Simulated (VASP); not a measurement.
NiO:

```
CELL_PARAMETERS angstrom
0.00000 2.08590 2.08590
2.08590 0.00000 2.08590
2.08590 2.08590 0.00000
ATOMIC_POSITIONS crystal
Ni 0.00000 0.00000 0.00000
O 0.50000 0.50000 0.50000
```

Base run:

- Program: VASP 6.6.1
- Functional: PBE
- Potentials or basis: VASP PAW PBE potentials, release 64 (Ni, O)
- Cutoff: 520 eV
- k mesh: 14 × 14 × 14
- Occupations: fermi-dirac, width 0.15 eV
- Spin: collinear spin, ferromagnetic start
- Starting moments: [1.59, 0.33] μB
- Fixed moment: 1.8 μB

Its results: pressure 6.7 GPa; site moments Ni +1.47; O +0.28 μB.

After a change of settings the same cell gave: pressure -0.7 GPa; site moments Ni +0.35; O +0.04 μB. Which change was it?
A. fixed moment from 1.8 μB to 0.9 μB; moments at the start from [1.59, 0.33] to [0.84, 0.12]
B. fixed moment from 1.8 μB to 1.3 μB; moments at the start from [1.59, 0.33] to [1.19, 0.19]
C. fixed moment from 1.8 μB to 0.4 μB; moments at the start from [1.59, 0.33] to [0.38, 0.05]

C.

Caveats: the total moment is fixed, so each spin has its own Fermi level; the cell stands under pressure (at least some runs); a cell with one magnetic atom can't hold antiferromagnetic order, which such compounds often take (at least some runs).
